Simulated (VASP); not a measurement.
# TiSi (WC type) (P-6m2) in VASP: a series of runs

TiSi (WC type) is run at these levels: PBEsol; tasks: single point.

Everything below comes from runs of VASP 6.6.1. Logs are shortened: lines on timing, memory, paths and dates and some standing lists are left out, and cuts for length are marked.

**1. The cell of the first run**

It takes space group P-6m2 (No. 187, hexagonal). The conventional cell has a = 2.625 Å, b = 2.625 Å, c = 4.028 Å, α = 90.00°, β = 90.00°, γ = 120.00°. Ti (site symmetry -6m2) has 6 Si at 2.52 Å and 6 Ti at 2.62 Å within 3.3 Å. Si (site symmetry -6m2) has 6 Ti at 2.52 Å and 6 Si at 2.62 Å within 3.3 Å.

**2. Single point, PBEsol**

The input, INCAR:

```
SYSTEM = TiSi
  ALGO = Normal
  EDIFF = 1E-7
  ENCUT = 520
  GGA = PS
  ISIF = 2
  ISMEAR = -1
  LASPH = .TRUE.
  LCHARG = .FALSE.
  LREAL = .FALSE.
  LWAVE = .FALSE.
  NBANDS = 15
  NELM = 100
  PREC = Accurate
  SIGMA = 0.1
```

The input, KPOINTS:

```
k-points
0
G
  14 14 13
  0 0 0
```

The input, POSCAR:

```
TiSi
1.0
    2.6246018539      0.0000000000      0.0000000000
   -1.3123009270      2.2729718803      0.0000000000
    0.0000000000      0.0000000000      4.0278125856
Ti Si
1 1
Direct
    0.0000000000      0.0000000000      0.0000000000
    0.3333333333      0.6666666667      0.5000000000
```

Potentials or basis: VASP PAW PBE potentials, release 64 (Ti_sv, Si).

The run is started by

```
$ cat potpaw_PBE.64/Ti_sv/POTCAR potpaw_PBE.64/Si/POTCAR > POTCAR
$ mpirun -np 1 vasp_std > vasp.out
```

OUTCAR:

```text
SYSTEM = TiSi
   EDIFF = 1E-7
   ENCUT = 520
   GGA = PS
   ISIF = 2
   ISMEAR = -1
   LASPH = .TRUE.
   LREAL = .FALSE.
   NELM = 100
   PREC = Accurate

 ion  position               nearest neighbor table
   1  0.000  0.000  0.000-   2 2.52   2 2.52   2 2.52   2 2.52   2 2.52   2 2.52
   2  0.333  0.667  0.500-   1 2.52   1 2.52   1 2.52   1 2.52   1 2.52   1 2.52

  LATTYP: Found a hexagonal cell.
 ALAT       =     2.6246018539
 C/A-ratio  =     1.5346375602

  Lattice vectors:

 A1 = (   2.6246018539,   0.0000000000,   0.0000000000)
 A2 = (  -1.3123009270,   2.2729718803,   0.0000000000)
 A3 = (   0.0000000000,   0.0000000000,   4.0278125856)

Analysis of symmetry for initial positions (statically):
=====================================================================
 Subroutine PRICEL returns:
 Original cell was already a primitive cell.

 Routine SETGRP: Setting up the symmetry group for a
 hexagonal supercell.

 Subroutine GETGRP returns: Found 12 space group operations
 (whereof 12 operations were pure point group operations)
 out of a pool of 24 trial point group operations.

The static configuration has the point symmetry D_3h.

Analysis of symmetry for dynamics (positions and initial velocities):
=====================================================================
 Subroutine PRICEL returns:
 Original cell was already a primitive cell.

 Routine SETGRP: Setting up the symmetry group for a
 hexagonal supercell.

 Subroutine GETGRP returns: Found 12 space group operations
 (whereof 12 operations were pure point group operations)
 out of a pool of 24 trial point group operations.

The dynamic configuration has the point symmetry D_3h.

 Subroutine INISYM returns: Found 12 space group operations
 (whereof 12 operations are pure point group operations),
 and found     1 'primitive' translations

----------------------------------------------------------------------------------------

                                     Primitive cell

  volume of cell :      24.0285

  direct lattice vectors                    reciprocal lattice vectors
     2.624601854  0.000000000  0.000000000     0.381010171  0.219976325  0.000000000
    -1.312300927  2.272971880  0.000000000     0.000000000  0.439952649  0.000000000
     0.000000000  0.000000000  4.027812586     0.000000000  0.000000000  0.248273717

  length of vectors
     2.624601854  2.624601854  4.027812586     0.439952649  0.439952649  0.248273717

  position of ions in fractional coordinates (direct lattice)
     0.000000000  0.000000000  0.000000000
     0.333333333  0.666666667  0.500000000
[... 89 lines left out ...]
   NUPDOWN=      -1.0000    fix difference up-down
   EMIN   =  10.00;   EMAX   =-10.00  energy-range for DOS
   EFERMI =   0.00;   METHOD = LEGACY
   ISMEAR =    -1;   SIGMA  =   0.10  broadening in eV -4-tet -1-fermi 0-gaus
   EFERMI_NEDOS =   21; number of points for ismear=-14 and -15
   IALGO  =     38    algorithm
   IMIX   =      4    mixing-type and parameters
     AMIX     =   0.40;   BMIX     =  1.00
     AMIX_MAG =   1.60;   BMIX_MAG =  1.00
  volume/ion in A,a.u.               =      12.01        81.08
  Fermi-wavevector in a.u.,A,eV,Ry     =   1.429572  2.701499 27.805886  2.043675
  Thomas-Fermi vector in A             =   2.549511
   LORBIT       =      0    0 simple, 1 ext, 2 COOP (PROOUT), +10 PAW based schemes
   GGA     = PS    functional components
   LHFCALC =     F    Hartree Fock is set to
   AEXX    =    0.0000 exact exchange contribution
   IVDW    =     0    specifies the selected vdW correction
   LEPSILON=     F    determine dielectric tensor
   LRPA    =     F    only Hartree local field effects (RPA)
 non-spin polarized calculation
  energy-cutoff  :      520.00
  volume of cell :       24.03
 maximum number of plane-waves:       668
 NGX is ok and might be reduce to    20
   NGX =  9   NGY =  9   NGZ = 15

 number of electron      16.0000004 magnetization

 Free energy of the ion-electron system (eV)
  ---------------------------------------------------
  ext. energy  EPLUGINS =         0.00000000
  ---------------------------------------------------
  free energy    TOTEN  =       -14.68947352 eV

  energy without entropy =      -14.65714535  energy(sigma->0) =      -14.67330944

 E-fermi :  12.2507     XC(G=0): -12.7758

 val. band max:       12.2423067574   @ k =   0.2143   0.0000   0.1538
 cond. band min:      12.2851137988   @ k =   0.4286   0.1429   0.2308
 fundamental gap:      0.0428070415
 Fermi energy:        12.2506519697

 k-point     1 :       0.0000    0.0000    0.0000
  band No.  band energies     occupation
      1     -43.5684      2.00000
      2     -20.1455      2.00000
      3     -19.1850      2.00000
      4     -19.1850      2.00000
      5      -0.7777      2.00000
      6       9.2600      2.00000
      7       9.3558      2.00000
      8      13.6073      0.00000
      9      13.6073      0.00000
     10      15.7252      0.00000
     11      15.7252      0.00000
     12      17.9862      0.00000
     13      24.0979      0.00000
     14      24.0979      0.00000
[... 401 lines left out ...]
      2     -20.2176      2.00000
      3     -20.0099      2.00000
      4     -19.8523      2.00000
      5       7.1258      2.00000
      6       7.6448      2.00000
      7       8.9125      2.00000
      8       9.9550      2.00000
      9      11.5644      1.99791
     10      14.2053      0.00000
     11      14.9170      0.00000
     12      17.6071      0.00000
     13      19.9271      0.00000
     14      21.7838      0.00000
     15      24.1019      0.00000

 [... further k-points ...]

------------------------ aborting loop because EDIFF is reached ----------------------------------------

  FORCE on cell =-STRESS in cart. coord.  units (eV):
  Direction    XX          YY          ZZ          XY          YZ          ZX
  --------------------------------------------------------------------------------------
  -------------------------------------------------------------------------------------
  Total        5.9662997      5.9662997      6.0003709     -0.0000000      0.0000000      0.0000000
  in kB      397.8220918    397.8220918    400.0938978     -0.0000000      0.0000000      0.0000000
  external PRESSURE =     398.5793605 kB  Pullay stress =       0.0000000 kB

 VOLUME and BASIS-vectors are now :
 -----------------------------------------------------------------------------
  energy-cutoff  :      520.00
  volume of cell :       24.03
      direct lattice vectors                 reciprocal lattice vectors
     2.624601854  0.000000000  0.000000000     0.381010171  0.219976325  0.000000000
    -1.312300927  2.272971880  0.000000000     0.000000000  0.439952649  0.000000000
     0.000000000  0.000000000  4.027812586     0.000000000  0.000000000  0.248273717

 POSITION                                       TOTAL-FORCE (eV/Angst)
 -----------------------------------------------------------------------------------
      0.00000      0.00000      0.00000         0.000000     -0.000000      0.000000
     -0.00000      1.51531      2.01391        -0.000000      0.000000      0.000000
 -----------------------------------------------------------------------------------
    total drift:                               -0.000000      0.000000      0.000000

  FREE ENERGIE OF THE ION-ELECTRON SYSTEM (eV)
  ---------------------------------------------------
  free  energy   TOTEN  =       -14.6894735213 eV

  energy  without entropy=      -14.6571453501  energy(sigma->0) =      -14.67330944
```

OSZICAR:

```text
N       E                     dE             d eps       ncg     rms          rms(c)
DAV:   1     0.111904918081E+03    0.11190E+03   -0.78467E+03  5040   0.121E+03
DAV:   2    -0.994267625455E+01   -0.12185E+03   -0.11606E+03  5404   0.318E+02
DAV:   3    -0.156405351718E+02   -0.56979E+01   -0.56047E+01  7087   0.660E+01
DAV:   4    -0.157890047554E+02   -0.14847E+00   -0.14829E+00  5866   0.978E+00
DAV:   5    -0.157936628340E+02   -0.46581E-02   -0.46578E-02  7145   0.154E+00    0.152E+01
DAV:   6    -0.148272197979E+02    0.96644E+00   -0.33417E+00  6000   0.262E+01    0.527E+00
DAV:   7    -0.147003474612E+02    0.12687E+00   -0.32660E-01  5887   0.687E+00    0.388E+00
DAV:   8    -0.146880163513E+02    0.12331E-01   -0.14849E-01  6358   0.427E+00    0.674E-01
DAV:   9    -0.146886749031E+02   -0.65855E-03   -0.18468E-02  5834   0.183E+00    0.404E-01
DAV:  10    -0.146895607823E+02   -0.88588E-03   -0.33306E-03  6771   0.556E-01    0.122E-01
DAV:  11    -0.146894808481E+02    0.79934E-04   -0.23267E-04  5908   0.134E-01    0.371E-02
DAV:  12    -0.146894748241E+02    0.60240E-05   -0.12611E-05  6055   0.368E-02    0.830E-03
DAV:  13    -0.146894735956E+02    0.12285E-05   -0.83456E-07  6876   0.114E-02    0.655E-03
DAV:  14    -0.146894735213E+02    0.74266E-07   -0.82255E-07  5712   0.102E-02
   1 F= -.14689474E+02 E0= -.14673309E+02  d E =-.323282E-01
```

stdout:

```text
POSCAR found type information on POSCAR TiSi
 POSCAR found :  2 types and       2 ions
 scaLAPACK will be used
 -----------------------------------------------------------------------------
|                                                                             |
|                                                                             |
|     You enforced a specific xc type in the INCAR file but a different       |
|     I HOPE YOU KNOW WHAT YOU ARE DOING!                                     |
|                                                                             |
 -----------------------------------------------------------------------------

 LDA part: xc-table for (Slater+PW92), standard interpolation
 POSCAR, INCAR and KPOINTS ok, starting setup
 FFT: planning ... GRIDC
 FFT: planning ... GRID_SOFT
 FFT: planning ... GRID
 WAVECAR not read
 entering main loop
```

It took 40 s on 1 thread of Intel Xeon Platinum 8488C (Sapphire Rapids), shared host; peak memory 0.18 GiB.

What came out:

```yaml
Free_energy: -14.6895 eV
Pressure: 39.9 GPa
Band_gap_on_the_k_mesh: zero (bands 8 and 9 overlap by 2.11 eV)
```

Stress tensor (GPa, compression positive):
```
39.78  0.00  0.00
 0.00 39.78  0.00
 0.00  0.00 40.01
```

Levels at points of the mesh, in eV from the Fermi level:
| k point | band 5 | band 6 | band 7 | band 8 | band 9 | band 10 | band 11 | band 12 |
| --- | --- | --- | --- | --- | --- | --- | --- | --- |
| (0.00, 0.00, 0.00) | -13.03 | -2.99 | -2.89 | 1.36 | 1.36 | 3.47 | 3.47 | 5.74 |
| (0.50, 0.00, 0.00) | -6.77 | -5.84 | -3.32 | -1.97 | 2.34 | 4.16 | 5.34 | 5.35 |

Caveat: the cell stands under pressure; the PAW data sets were made with another functional, which shifts forces and pressure a little.

**3. Single point, PBEsol**

The input, INCAR:

```
SYSTEM = TiSi
PREC     = Accurate       ! precision mode
ENCUT    = 520            ! plane-wave cutoff, eV
EDIFF    = 1E-6           ! SCF threshold, eV
ISMEAR   = -1             ! smearing method
SIGMA    = 0.1            ! smearing width, eV
LREAL    = .FALSE.        ! projectors in reciprocal space
LASPH    = .TRUE.         ! aspherical terms in the spheres
NELM     = 60             ! most SCF steps
ALGO     = Normal         ! electronic algorithm
ISIF     = 2              ! what is computed and relaxed
LWAVE    = .FALSE.        ! write WAVECAR
LCHARG   = .FALSE.        ! write CHGCAR
GGA      = PS             ! functional
NBANDS   = 15             ! bands
```

The input, KPOINTS:

```
regular mesh
0
G
  14 14 13
  0 0 0
```

The input, POSCAR:

```
TiSi
1.0
    2.6244663813      0.0000000000      0.0000000000
   -1.3122331907      2.2728545576      0.0000000000
    0.0000000000      0.0000000000      4.0277416932
Ti Si
1 1
Direct
    0.0000000000      0.0000000000      0.0000000000
    0.3333333333      0.6666666667      0.5000000000
```

Potentials or basis: VASP PAW PBE potentials, release 64 (Ti_sv, Si).

The run is started by

```
$ cat potpaw_PBE.64/Ti_sv/POTCAR potpaw_PBE.64/Si/POTCAR > POTCAR
$ mpirun -np 1 vasp_std > vasp.out
```

It took 37 s on 1 thread of Intel Xeon Platinum 8488C (Sapphire Rapids), shared host; peak memory 0.18 GiB.

Results (log left out):

```yaml
Free_energy: -14.6888 eV
Pressure: 39.9 GPa
Band_gap_on_the_k_mesh: zero (bands 8 and 9 overlap by 2.11 eV)
```

Stress tensor (GPa, compression positive):
```
39.82  0.00  0.00
 0.00 39.82  0.00
 0.00  0.00 40.04
```

Levels at points of the mesh, in eV from the Fermi level:
| k point | band 6 | band 7 | band 8 | band 9 | band 10 | band 11 |
| --- | --- | --- | --- | --- | --- | --- |
| (0.00, 0.00, 0.00) | -2.99 | -2.90 | 1.36 | 1.36 | 3.48 | 3.48 |
| (0.50, 0.00, 0.00) | -5.84 | -3.32 | -1.97 | 2.34 | 4.16 | 5.35 |

Caveat: the cell stands under pressure; the PAW data sets were made with another functional, which shifts forces and pressure a little.

The gap in the log of VASP goes by the Fermi energy; the results here count the filled bands.